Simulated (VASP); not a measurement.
# TiAl3 (Pmm2) in VASP: notebook, part 2 of 2

VASP 6.6.1.

## (3) Single point, PBEsol

Input file INCAR:

```
SYSTEM = TiAl3
PREC = Accurate
ENCUT = 520
EDIFF = 1E-6
ISMEAR = 0
SIGMA = 0.1
LREAL = .FALSE.
LASPH = .TRUE.
NELM = 100
ALGO = Fast
ISIF = 2
LWAVE = .FALSE.
LCHARG = .FALSE.
GGA = PS
NBANDS = 18
```

Input file KPOINTS:

```
regular mesh
0
G
  14 10 10
  0 0 0
```

Input file POSCAR:

```
TiAl3
1.0
    2.7813225830      0.0000000000      0.0000000000
    0.0000000000      4.6709400131      0.0000000000
    0.0000000000      0.0000000000      4.8935432686
Ti Al
1 3
Direct
    0.0000000000      0.5000000000      0.1631743296
    0.5000000000      0.5000000000      0.6640451922
    0.5000000000      0.0000000000      0.3331174632
    0.0000000000      0.0000000000      0.8396620150
```

Potentials or basis: VASP PAW PBE potentials, release 64 (Ti_sv, Al).

Started as:

```
$ cat potpaw_PBE.64/Ti_sv/POTCAR potpaw_PBE.64/Al/POTCAR > POTCAR
$ mpirun -np 1 vasp_std > vasp.out
```

OUTCAR:

```text
SYSTEM = TiAl3
   PREC = Accurate
   ENCUT = 520
   EDIFF = 1E-6
   ISMEAR = 0
   LREAL = .FALSE.
   LASPH = .TRUE.
   NELM = 100
   ISIF = 2
   GGA = PS

 ion  position               nearest neighbor table
   1  0.000  0.500  0.163-   2 2.81   2 2.81   2 2.82   2 2.82   4 2.82   4 2.82   3 2.84   3 2.84
                             3 2.84   3 2.84
   2  0.500  0.500  0.664-   1 2.81   1 2.81   1 2.82   1 2.82   3 2.84   3 2.84   4 2.85   4 2.85
                             4 2.85   4 2.85
   3  0.500  0.000  0.333-   4 2.79   4 2.79   2 2.84   2 2.84   4 2.84   4 2.84   1 2.84   1 2.84
                             1 2.84   1 2.84
   4  0.000  0.000  0.840-   3 2.79   3 2.79   1 2.82   1 2.82   3 2.84   3 2.84   2 2.85   2 2.85
                             2 2.85   2 2.85

  LATTYP: Found a simple orthorhombic cell.
 ALAT       =     2.7813225830
 B/A-ratio  =     1.6793952782
 C/A-ratio  =     1.7594303151

  Lattice vectors:

 A1 = (   2.7813225830,   0.0000000000,   0.0000000000)
 A2 = (   0.0000000000,   4.6709400131,   0.0000000000)
 A3 = (   0.0000000000,   0.0000000000,   4.8935432686)

Analysis of symmetry for initial positions (statically):
=====================================================================
 Subroutine PRICEL returns:
 Original cell was already a primitive cell.

 Routine SETGRP: Setting up the symmetry group for a
 simple orthorhombic supercell.

 Subroutine GETGRP returns: Found  4 space group operations
 (whereof  4 operations were pure point group operations)
 out of a pool of  8 trial point group operations.

The static configuration has the point symmetry C_2v.

Analysis of symmetry for dynamics (positions and initial velocities):
=====================================================================
 Subroutine PRICEL returns:
 Original cell was already a primitive cell.

 Routine SETGRP: Setting up the symmetry group for a
 simple orthorhombic supercell.

 Subroutine GETGRP returns: Found  4 space group operations
 (whereof  4 operations were pure point group operations)
 out of a pool of  8 trial point group operations.

The dynamic configuration has the point symmetry C_2v.

 Subroutine INISYM returns: Found  4 space group operations
 (whereof  4 operations are pure point group operations),
 and found     1 'primitive' translations

----------------------------------------------------------------------------------------

                                     Primitive cell

  volume of cell :      63.5739

  direct lattice vectors                    reciprocal lattice vectors
     2.781322583  0.000000000  0.000000000     0.359541179  0.000000000  0.000000000
     0.000000000  4.670940013  0.000000000     0.000000000  0.214089669  0.000000000
     0.000000000  0.000000000  4.893543269     0.000000000  0.000000000  0.204350906

  length of vectors
     2.781322583  4.670940013  4.893543269     0.359541179  0.214089669  0.204350906

  position of ions in fractional coordinates (direct lattice)
     0.000000000  0.500000000  0.163174330
     0.500000000  0.500000000  0.664045192
     0.500000000  0.000000000  0.333117463
     0.000000000  0.000000000  0.839662015

  ion indices of the primitive-cell ions
   primitive index   ion index
                 1           1
                 2           2
                 3           3
                 4           4

[... 50 lines left out ...]
  0.428571  0.200000  0.000000      4.000000
  0.500000  0.200000  0.000000      2.000000
 [... further k-points ...]
   k-points           NKPTS =    288   k-points in BZ     NKDIM =    288   number of bands    NBANDS=     18
   number of dos      NEDOS =    301   number of ions     NIONS =      4
   total plane-waves  NPLWV =  31104
   dimension x,y,z NGX =    24 NGY =   36 NGZ =   36
   dimension x,y,z NGXF=    48 NGYF=   72 NGZF=   72
   ions per type =               1   3
   NGX,Y,Z   is equivalent  to a cutoff of  14.35, 12.81, 12.23 a.u.
   NGXF,Y,Z  is equivalent  to a cutoff of  28.69, 25.63, 24.46 a.u.
 SYSTEM =  TiAl3
   PREC   = accura    normal or accurate (medium, high low for compatibility)
   ISTART =      0    job   : 0-new  1-cont  2-samecut
   ICHARG =      2    charge: 1-file 2-atom 10-const
   ISPIN  =      1    spin polarized calculation?
   LNONCOLLINEAR =      F non collinear calculations
   LSORBIT =      F    spin-orbit coupling
   LASPH  =      T    aspherical Exc in radial PAW
   ENCUT  =  520.0 eV  38.22 Ry    6.18 a.u.   5.17  8.68  9.10*2*pi/ulx,y,z
   NELM   =    100;   NELMIN=  2; NELMDL= -5     # of ELM steps
   EDIFF  = 0.1E-05   stopping-criterion for ELM
   LREAL  =      F    real-space projection
   EDIFFG = 0.1E-04   stopping-criterion for IOM
   NSW    =      0    number of steps for IOM
   IBRION =     -1    ionic relax: 0-MD 1-quasi-New 2-CG
   NFREE  =      0    steps in history (QN), initial steepest desc. (CG)
   ISIF   =      2    stress and relaxation
   ISYM   =      2    0-nonsym 1-usesym 2-fastsym
   POTIM  = 0.5000    time-step for ionic-motion
   TEBEG  =    0.0;   TEEND  =   0.0 temperature during run
   PSTRESS=    0.0 pullay stress
   NELECT =      21.0000    total number of electrons
   NUPDOWN=      -1.0000    fix difference up-down
   EMIN   =  10.00;   EMAX   =-10.00  energy-range for DOS
   EFERMI =   0.00;   METHOD = LEGACY
   ISMEAR =     0;   SIGMA  =   0.10  broadening in eV -4-tet -1-fermi 0-gaus
   EFERMI_NEDOS =   21; number of points for ismear=-14 and -15
   IALGO  =     68    algorithm
   IMIX   =      4    mixing-type and parameters
     AMIX     =   0.40;   BMIX     =  1.00
     AMIX_MAG =   1.60;   BMIX_MAG =  1.00
  volume/ion in A,a.u.               =      15.89       107.25
  Fermi-wavevector in a.u.,A,eV,Ry     =   1.131675  2.138555 17.424810  1.280687
  Thomas-Fermi vector in A             =   2.268374
   LORBIT       =      0    0 simple, 1 ext, 2 COOP (PROOUT), +10 PAW based schemes
   GGA     = PS    functional components
   LHFCALC =     F    Hartree Fock is set to
   AEXX    =    0.0000 exact exchange contribution
   IVDW    =     0    specifies the selected vdW correction
   LEPSILON=     F    determine dielectric tensor
   LRPA    =     F    only Hartree local field effects (RPA)
 non-spin polarized calculation
 RMM-DIIS sequential band-by-band and
 Gauss-broadening in eV      SIGMA  =   0.10
  energy-cutoff  :      520.00
  volume of cell :       63.57
 maximum number of plane-waves:      1733
 NGX is ok and might be reduce to    24
   NGX = 11   NGY = 17   NGZ = 19

 number of electron      21.0000000 magnetization

 Free energy of the ion-electron system (eV)
  ---------------------------------------------------
  ext. energy  EPLUGINS =         0.00000000
  ---------------------------------------------------
  free energy    TOTEN  =       -21.60073794 eV

  energy without entropy =      -21.58811895  energy(sigma->0) =      -21.59442844

 E-fermi :   8.2136     XC(G=0): -10.8104

 val. band max:        8.2122982484   @ k =   0.1429   0.2000   0.3000
 cond. band min:       8.2193805802   @ k =   0.2143   0.3000   0.3000
 fundamental gap:      0.0070823317
 Fermi energy:         8.2136327588

 k-point     1 :       0.0000    0.0000    0.0000
  band No.  band energies     occupation
      1     -47.9809      2.00000
      2     -24.4126      2.00000
      3     -24.4122      2.00000
      4     -23.9979      2.00000
      5      -2.0274      2.00000
      6       3.0247      2.00000
[... 481 lines left out ...]
      5       2.7842      2.00000
      6       2.9152      2.00000
[... 10 lines left out ...]
     17      12.3774      0.00000
     18      12.7213      0.00000

 [... further k-points ...]

------------------------ aborting loop because EDIFF is reached ----------------------------------------

  FORCE on cell =-STRESS in cart. coord.  units (eV):
  Direction    XX          YY          ZZ          XY          YZ          ZX
  --------------------------------------------------------------------------------------
  -------------------------------------------------------------------------------------
  Total        0.0166388      0.0214683      0.0134526      0.0000000      0.0000000      0.0000000
  in kB        0.4193281      0.5410405      0.3390303      0.0000000      0.0000000      0.0000000
  external PRESSURE =       0.4331330 kB  Pullay stress =       0.0000000 kB

 VOLUME and BASIS-vectors are now :
 -----------------------------------------------------------------------------
  energy-cutoff  :      520.00
  volume of cell :       63.57
      direct lattice vectors                 reciprocal lattice vectors
     2.781322583  0.000000000  0.000000000     0.359541179  0.000000000  0.000000000
     0.000000000  4.670940013  0.000000000     0.000000000  0.214089669  0.000000000
     0.000000000  0.000000000  4.893543269     0.000000000  0.000000000  0.204350906

 POSITION                                       TOTAL-FORCE (eV/Angst)
 -----------------------------------------------------------------------------------
      0.00000      2.33547      0.79850         0.000000      0.000000      0.000304
      1.39066      2.33547      3.24953         0.000000      0.000000      0.001091
      1.39066      0.00000      1.63012         0.000000      0.000000     -0.000401
      0.00000      0.00000      4.10892         0.000000      0.000000     -0.000993
 -----------------------------------------------------------------------------------
    total drift:                                0.000000      0.000000     -0.000049

  FREE ENERGIE OF THE ION-ELECTRON SYSTEM (eV)
  ---------------------------------------------------
  free  energy   TOTEN  =       -21.6007379372 eV

  energy  without entropy=      -21.5881189497  energy(sigma->0) =      -21.59442844
```

stdout:

```text
POSCAR found type information on POSCAR TiAl
 POSCAR found :  2 types and       4 ions
 scaLAPACK will be used
 -----------------------------------------------------------------------------
|                                                                             |
|                                                                             |
|     You enforced a specific xc type in the INCAR file but a different       |
|     I HOPE YOU KNOW WHAT YOU ARE DOING!                                     |
|                                                                             |
 -----------------------------------------------------------------------------

 LDA part: xc-table for (Slater+PW92), standard interpolation
 POSCAR, INCAR and KPOINTS ok, starting setup
 FFT: planning ... GRIDC
 FFT: planning ... GRID_SOFT
 FFT: planning ... GRID
 WAVECAR not read
 entering main loop
WARNING in EDDRMM: call to ZHEGV failed, returncode =   8  4     14
WARNING in EDDRMM: call to ZHEGV failed, returncode =   6  3     12
WARNING in EDDRMM: call to ZHEGV failed, returncode =   6  3      5
WARNING in EDDRMM: call to ZHEGV failed, returncode =   6  3      6
WARNING in EDDRMM: call to ZHEGV failed, returncode =   8  4      2
```

Run time: 6.1 min. Hardware: 1 thread of Intel Xeon Platinum 8488C (Sapphire Rapids), shared host; peak memory 0.41 GiB.

What came out:

- Free energy: -21.6007 eV
- Pressure: 0.0 GPa
- Band gap on the k mesh: zero (an odd number of electrons rules out a gap without spin polarisation)

Levels at points of the mesh, in eV from the Fermi level:
| k point | band 7 | band 8 | band 9 | band 10 | band 11 | band 12 | band 13 | band 14 | band 15 | band 16 |
| --- | --- | --- | --- | --- | --- | --- | --- | --- | --- | --- |
| (0.00, 0.00, 0.00) | -3.92 | -3.57 | -2.70 | -0.85 | -0.43 | 2.52 | 2.59 | 2.67 | 2.75 | 3.13 |
| (0.50, 0.00, 0.00) | -2.17 | -1.94 | -1.74 | 0.45 | 0.66 | 0.81 | 1.44 | 1.65 | 2.32 | 2.71 |
| (0.00, 0.50, 0.00) | -3.59 | -3.23 | -2.05 | -1.55 | -0.19 | 2.45 | 2.53 | 2.70 | 3.11 | 4.62 |
| (0.50, 0.50, 0.00) | -3.65 | -3.17 | -1.70 | -0.47 | -0.25 | 0.83 | 1.17 | 1.38 | 3.45 | 3.97 |
| (0.00, 0.00, 0.50) | -3.49 | -2.32 | -2.17 | -1.12 | -0.33 | 2.30 | 2.43 | 2.60 | 3.21 | 4.05 |
| (0.50, 0.00, 0.50) | -3.81 | -3.36 | -1.33 | -0.13 | -0.12 | 0.61 | 1.28 | 1.99 | 3.37 | 3.78 |
| (0.00, 0.50, 0.50) | -7.12 | -4.85 | -0.21 | -0.07 | 0.72 | 2.45 | 2.48 | 3.61 | 4.91 | 5.16 |
| (0.50, 0.50, 0.50) | -3.41 | -3.21 | -2.75 | -2.68 | -0.64 | -0.18 | 1.09 | 2.15 | 2.40 | 2.58 |

Caveat: the PAW data sets were made with another functional, which shifts forces and pressure a little.
